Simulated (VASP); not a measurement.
A run of VASP 6.6.1 is set up as follows.

POSCAR

```
CdSe
1.0
    0.0000000000      3.0702711986      3.0702711986
    3.0702711986      0.0000000000      3.0702711986
    3.0702711986      3.0702711986      0.0000000000
Cd Se
1 1
Direct
    0.0000000000      0.0000000000      0.0000000000
    0.7500000000      0.7500000000      0.7500000000
```

File INCAR.step1:

```
SYSTEM = CdSe
PREC = Accurate
ENCUT = 600
ISMEAR = -1
SIGMA = 0.08
LREAL = .False.
LASPH = .True.
NELM = 80
GGA = PE
ALGO = Normal
EDIFF = 1E-4
LWAVE = .True.
LCHARG = .False.
```

INCAR.step2

```
SYSTEM = CdSe
PREC = Accurate
ENCUT = 600
EDIFF = 1E-7
ISMEAR = -1
SIGMA = 0.08
LREAL = .False.
LASPH = .True.
NELM = 80
ALGO = Normal
ISIF = 3
LWAVE = .False.
LCHARG = .False.
METAGGA = R2SCAN
LMIXTAU = .True.
IBRION = 2
NSW = 100
EDIFFG = -0.002
ISTART = 1
```

KPOINTS

```
Automatic mesh
0
Gamma
  10 10 10
  0 0 0
```

Potentials or basis: VASP PAW PBE potentials, release 64 (Cd, Se).

Run with:

```console
$ cat potpaw_PBE.64/Cd/POTCAR potpaw_PBE.64/Se/POTCAR > POTCAR
$ cp INCAR.step1 INCAR
$ mpirun -np 1 vasp_std > vasp.out
$ cp INCAR.step2 INCAR
$ mpirun -np 1 vasp_std > vasp.out
```

(1) Predict the relaxed cell.

(2) Predict the space group after relaxing (to 0.05 Å).

(3) What does it give for the band gap on the k mesh?

Results:

(1) a = 4.342 Å, b = 4.342 Å, c = 4.342 Å, α = 60.00°, β = 60.00°, γ = 60.00°.

(2) F-43m (No. 216).

(3) 1.02 eV, direct.
